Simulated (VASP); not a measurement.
Input of a VASP 6.6.1 run:

The input INCAR:

```
ALGO = Normal ; EDIFF = 1E-6
ENCUT = 520 ; GGA = PE
ISIF = 2 ; ISMEAR = 1
LASPH = True ; LCHARG = False
LREAL = False ; LWAVE = False
NBANDS = 10 ; NELM = 100
PREC = Accurate ; SIGMA = 0.1
```

KPOINTS

```
k-points
0
Gamma
  8 8 8
```

POSCAR

```
Na
1.0
   -2.1040267987      2.1040267987      2.1040267987
    2.1040267987     -2.1040267987      2.1040267987
    2.1040267987      2.1040267987     -2.1040267987
Na
1
Direct
    0.0000000000      0.0000000000      0.0000000000
```

Potentials or basis: VASP PAW PBE potentials, release 64 (Na_pv).

Command:

```console
$ cat potpaw_PBE.64/Na_pv/POTCAR > POTCAR
$ mpirun -np 1 vasp_std > vasp.out
```

Problem. What does it give for the pressure?

Solution. -0.1 GPa.
